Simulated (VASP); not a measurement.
Here is a VASP 6.6.1 calculation.

File INCAR:

```
  ALGO = Normal
  EDIFF = 1E-6
  ENCUT = 600
  GGA = PE
  GGA_COMPAT = F
  ISIF = 2
  ISMEAR = 0
  LASPH = T
  LCHARG = T
  LELF = T
  LREAL = F
  LVHAR = T
  LWAVE = F
  NBANDS = 21
  NELM = 120
  PREC = Accurate
  SIGMA = 0.01
```

The input KPOINTS:

```
k-points
0
Gamma
  4 4 4
```

File POSCAR:

```
PbF2
1.0
    0.0000000000      3.0002562187      3.0002562187
    3.0002562187      0.0000000000      3.0002562187
    3.0002562187      3.0002562187      0.0000000000
Pb F
1 2
Direct
    0.0000000000      0.0000000000      0.0000000000
    0.2500000000      0.2500000000      0.2500000000
    0.7500000000      0.7500000000      0.7500000000
```

Potentials or basis: VASP PAW PBE potentials, release 64 (Pb_d, F).

Launch:

```sh
$ cat potpaw_PBE.64/Pb_d/POTCAR potpaw_PBE.64/F/POTCAR > POTCAR
$ mpirun -np 1 vasp_std > vasp.out
```

Q: Predict the pressure.

A: -0.2 GPa.

Q: Estimate the band gap on the k mesh.

A: 4.42 eV (least direct gap 4.56 eV).

Caveat: the k points lie up to 0.45 Å⁻¹ apart; spin-orbit coupling is left out, which moves the levels of the heavy elements. A k mesh can miss the band edges.
